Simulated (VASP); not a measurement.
# BaTiO3 (P4mm) in VASP: single point with PBE+U

Aim: the single point of BaTiO3 with PBE+U.

Program: VASP 6.6.1. These are calculated values, not measurements. Logs are shortened: lines on timing, memory, paths and dates and some standing lists are left out, and cuts for length are marked.

## 1. The cell of the first run

Symmetry: P4mm, No. 99, tetragonal system. The conventional cell has a = 3.990 Å, b = 3.990 Å, c = 4.103 Å, α = 90.00°, β = 90.00°, γ = 90.00°. Ba (site symmetry 4mm) has 12 O at 2.81 to 2.92 Å and 8 Ti at 3.45 to 3.53 Å within 3.7 Å. Within 2.4 Å of Ti (site symmetry 4mm) lie 6 O at 1.84 to 2.26 Å. Within 2.7 Å of O (site symmetry 2mm) lie 2 Ti at 2.00 Å. O (site symmetry 4mm) has 2 Ti at 1.84 to 2.26 Å within 2.4 Å.

## 2. Single point, PBE+U, collinear spin, ferromagnetic start

INCAR

```
SYSTEM = BaTiO3
PREC     = Accurate       ! precision mode
ENCUT    = 520            ! plane-wave cutoff, eV
EDIFF    = 1E-7           ! SCF threshold, eV
ISMEAR   = 0              ! smearing method
SIGMA    = 0.1            ! smearing width, eV
LREAL    = .False.        ! projectors in reciprocal space
LASPH    = .True.         ! aspherical terms in the spheres
NELM     = 150            ! most SCF steps
ALGO     = Normal         ! electronic algorithm
ISIF     = 2              ! what is computed and relaxed
LWAVE    = .False.        ! write WAVECAR
LCHARG   = .False.        ! write CHGCAR
ISPIN    = 2              ! spin polarisation
MAGMOM   = 0 1 0 0 0      ! initial moments
LORBIT   = 11             ! projections on sites
LMAXMIX  = 4              ! l up to which the mixer works
LDAU     = .True.         ! DFT+U
LDAUTYPE = 2            
LDAUL    = -1 2 -1        ! shell
LDAUU    = 0 4 0          ! U, eV
LDAUJ    = 0 0 0        
LDAUPRINT= 1            
GGA      = PE             ! functional
NBANDS   = 32             ! bands
```

KPOINTS

```
Automatic mesh
0
Gamma
  4 4 4
  0 0 0
```

POSCAR

```
BaTiO3
1.0
    3.9903792100      0.0000000000      0.0000000000
    0.0000000000      3.9903792100      0.0000000000
    0.0000000000      0.0000000000      4.1026553900
Ba Ti O
1 1 3
Direct
    0.5000000000      0.5000000000      0.5825414600
    0.0000000000      0.0000000000      0.1000427000
    0.0000000000      0.5000000000      0.0642205400
    0.5000000000      0.0000000000      0.0642205400
    0.0000000000      0.0000000000      0.5489717500
```

Potentials or basis: VASP PAW PBE potentials, release 64 (Ba_sv, Ti_sv, O).

Started as:

```
cat potpaw_PBE.64/Ba_sv/POTCAR potpaw_PBE.64/Ti_sv/POTCAR potpaw_PBE.64/O/POTCAR > POTCAR
mpirun -np 1 vasp_std > vasp.out
```

OUTCAR:

```text
SYSTEM = BaTiO3
   PREC = Accurate
   ENCUT = 520
   EDIFF = 1E-7
   ISMEAR = 0
   LREAL = .False.
   LASPH = .True.
   NELM = 150
   ISIF = 2
   ISPIN = 2
   LORBIT = 11
   GGA = PE

 ion  position               nearest neighbor table
   1  0.500  0.500  0.583-   3 2.81   4 2.81   4 2.81   3 2.81   5 2.82   5 2.82   5 2.82   5 2.82
                             3 2.92   4 2.92   3 2.92   4 2.92   2 3.45   2 3.45   2 3.45   2 3.45
   2  0.000  0.000  0.100-   5 1.84   4 2.00   3 2.00   3 2.00   4 2.00   5 2.26   1 3.45   1 3.45
                             1 3.45   1 3.45   1 3.53   1 3.53   1 3.53   1 3.53
   3  0.000  0.500  0.064-   2 2.00   2 2.00   1 2.81   1 2.81   1 2.92   1 2.92
   4  0.500  0.000  0.064-   2 2.00   2 2.00   1 2.81   1 2.81   1 2.92   1 2.92
   5  0.000  0.000  0.549-   2 1.84   2 2.26   1 2.82   1 2.82   1 2.82   1 2.82

  LATTYP: Found a simple tetragonal cell.
 ALAT       =     3.9903792100
 C/A-ratio  =     1.0281367194

  Lattice vectors:

 A1 = (   3.9903792100,   0.0000000000,   0.0000000000)
 A2 = (   0.0000000000,   3.9903792100,   0.0000000000)
 A3 = (   0.0000000000,   0.0000000000,   4.1026553900)

Analysis of symmetry for initial positions (statically):
=====================================================================
 Subroutine PRICEL returns:
 Original cell was already a primitive cell.

 Routine SETGRP: Setting up the symmetry group for a
 simple tetragonal supercell.

 Subroutine GETGRP returns: Found  8 space group operations
 (whereof  8 operations were pure point group operations)
 out of a pool of 16 trial point group operations.

The static configuration has the point symmetry C_4v.

Analysis of symmetry for dynamics (positions and initial velocities):
=====================================================================
 Subroutine PRICEL returns:
 Original cell was already a primitive cell.

 Routine SETGRP: Setting up the symmetry group for a
 simple tetragonal supercell.

 Subroutine GETGRP returns: Found  8 space group operations
 (whereof  8 operations were pure point group operations)
 out of a pool of 16 trial point group operations.
[... 187 lines left out ...]
  o =  0.2335  v =  0.0000  0.0000  0.0000  0.0000  0.0000  0.0000 -0.0000  0.0000 -0.0000 -1.0000      0.0000  0.0000  0.0000  0.0000  0.0000  0.0000  0.0000  0.0000  0.0000  0.0000
  o =  0.2335  v =  0.0000 -0.0000 -0.0000 -0.0000 -1.0000  0.0000  0.0000  0.0000  0.0000  0.0000      0.0000  0.0000  0.0000  0.0000  0.0000  0.0000  0.0000  0.0000  0.0000  0.0000
  o =  0.2494  v =  0.0000  0.0000  0.0000  0.0000  0.0000  0.0000  0.0000  1.0000 -0.0000  0.0000      0.0000  0.0000  0.0000  0.0000  0.0000  0.0000  0.0000  0.0000  0.0000  0.0000
  o =  0.2494  v =  0.0000  0.0000 -1.0000  0.0000  0.0000  0.0000  0.0000  0.0000  0.0000  0.0000      0.0000  0.0000  0.0000  0.0000  0.0000  0.0000  0.0000  0.0000  0.0000  0.0000

 number of electron      39.9999982 magnetization       0.0000051

 Free energy of the ion-electron system (eV)
  ---------------------------------------------------
  ext. energy  EPLUGINS =         0.00000000
  ---------------------------------------------------
  free energy    TOTEN  =       -37.26916538 eV

  energy without entropy =      -37.26916538  energy(sigma->0) =      -37.26916538

 E-fermi :   4.4930     XC(G=0): -11.1550

 val. band max:        3.9527997885   @ k =   0.5000   0.5000   0.5000
 cond. band min:       6.2190725397   @ k =   0.0000   0.0000   0.0000
 fundamental gap:      2.2662727513
 Fermi energy:         4.4930195180

 spin component 1

 k-point     1 :       0.0000    0.0000    0.0000
  band No.  band energies     occupation
      1     -53.7519      1.00000
      2     -29.9860      1.00000
      3     -29.9094      1.00000
      4     -29.9094      1.00000
      5     -21.0745      1.00000
      6     -13.0799      1.00000
[... 619 lines left out ...]
     31      16.1317      0.00000
     32      18.6208      0.00000
 Fermi energy:         4.4930195180

 spin component 2

 k-point     1 :       0.0000    0.0000    0.0000
  band No.  band energies     occupation
      1     -53.7519      1.00000
      2     -29.9860      1.00000
      3     -29.9094      1.00000
      4     -29.9094      1.00000
      5     -21.0745      1.00000
      6     -13.0799      1.00000
[... 619 lines left out ...]
     31      16.1317      0.00000
     32      18.6206      0.00000

------------------------ aborting loop because EDIFF is reached ----------------------------------------

  FORCE on cell =-STRESS in cart. coord.  units (eV):
  Direction    XX          YY          ZZ          XY          YZ          ZX
  --------------------------------------------------------------------------------------
  -------------------------------------------------------------------------------------
  Total        2.4991684      2.4991684      2.8252286      0.0000000      0.0000000      0.0000000
  in kB       61.2932617     61.2932617     69.2900370      0.0000000      0.0000000      0.0000000
  external PRESSURE =      63.9588535 kB  Pullay stress =       0.0000000 kB

 VOLUME and BASIS-vectors are now :
 -----------------------------------------------------------------------------
  energy-cutoff  :      520.00
  volume of cell :       65.33
      direct lattice vectors                 reciprocal lattice vectors
     3.990379210  0.000000000  0.000000000     0.250602749  0.000000000  0.000000000
     0.000000000  3.990379210  0.000000000     0.000000000  0.250602749  0.000000000
     0.000000000  0.000000000  4.102655390     0.000000000  0.000000000  0.243744576

 POSITION                                       TOTAL-FORCE (eV/Angst)
 -----------------------------------------------------------------------------------
      1.99519      1.99519      2.38997         0.000000      0.000000      0.022413
      0.00000      0.00000      0.41044        -0.000000     -0.000000     -0.741810
      0.00000      1.99519      0.26347         0.000000     -0.000000     -0.040481
      1.99519      0.00000      0.26347         0.000000     -0.000000     -0.040481
      0.00000      0.00000      2.25224         0.000000     -0.000000      0.800359
 -----------------------------------------------------------------------------------
    total drift:                                0.000000      0.000000     -0.000654

  FREE ENERGIE OF THE ION-ELECTRON SYSTEM (eV)
  ---------------------------------------------------
  free  energy   TOTEN  =       -37.2691653768 eV

  energy  without entropy=      -37.2691653768  energy(sigma->0) =      -37.26916538

 total charge

# of ion       s       p       d       tot
------------------------------------------
    1        2.007   5.650   0.324   7.981
    2        2.225   6.283   1.598  10.106
    3        1.561   3.485   0.000   5.046
    4        1.561   3.485   0.000   5.046
    5        1.567   3.482   0.000   5.048
--------------------------------------------------
tot          8.922  22.384   1.922  33.228

 magnetization (x)

# of ion       s       p       d       tot
------------------------------------------
    1       -0.000  -0.000  -0.000  -0.000
    2        0.000   0.000   0.000   0.000
    3        0.000  -0.000   0.000  -0.000
    4        0.000  -0.000   0.000  -0.000
    5        0.000  -0.000   0.000  -0.000
--------------------------------------------------
tot          0.000  -0.000   0.000   0.000
```

stdout:

```text
POSCAR found type information on POSCAR BaTiO
 POSCAR found :  3 types and       5 ions
 scaLAPACK will be used
 LDA part: xc-table for (Slater+PW92), standard interpolation
 POSCAR, INCAR and KPOINTS ok, starting setup
 FFT: planning ... GRIDC
 FFT: planning ... GRID_SOFT
 FFT: planning ... GRID
 WAVECAR not read
 entering main loop
```

Wall time 72 s (1 thread of Intel Xeon Platinum 8488C (Sapphire Rapids), shared host); peak memory 0.23 GiB.

What came out:

| Property | Result |
| --- | --- |
| Free energy | -37.2692 eV |
| Pressure | 6.4 GPa |
| Largest force | 0.800 eV/Å |
| Band gap on the k mesh | 2.27 eV, indirect (least direct gap 2.73 eV) |
| Net moment | 0.00 μB per cell |
| Valence electrons inside the program's atomic spheres | Ba 7.98; Ti 10.11; O 5.05 |

Forces on the atoms (eV/Å):
```
Ba   0.000  0.000  0.022
Ti   0.000  0.000 -0.742
O    0.000  0.000 -0.040
O    0.000  0.000 -0.040
O    0.000  0.000  0.800
```

Stress tensor (GPa, compression positive):
```
6.13 0.00 0.00
0.00 6.13 0.00
0.00 0.00 6.93
```

Eigenvalues of the final occupation matrices:
| site | spin | trace | eigenvalues |
| --- | --- | --- | --- |
| site 2 d | 1 | 0.81 | 0.10 0.11 0.11 0.23 0.25 |
| site 2 d | 2 | 0.81 | 0.10 0.11 0.11 0.23 0.25 |

Caveat: spin-orbit coupling is left out, which moves the levels of the heavy elements.
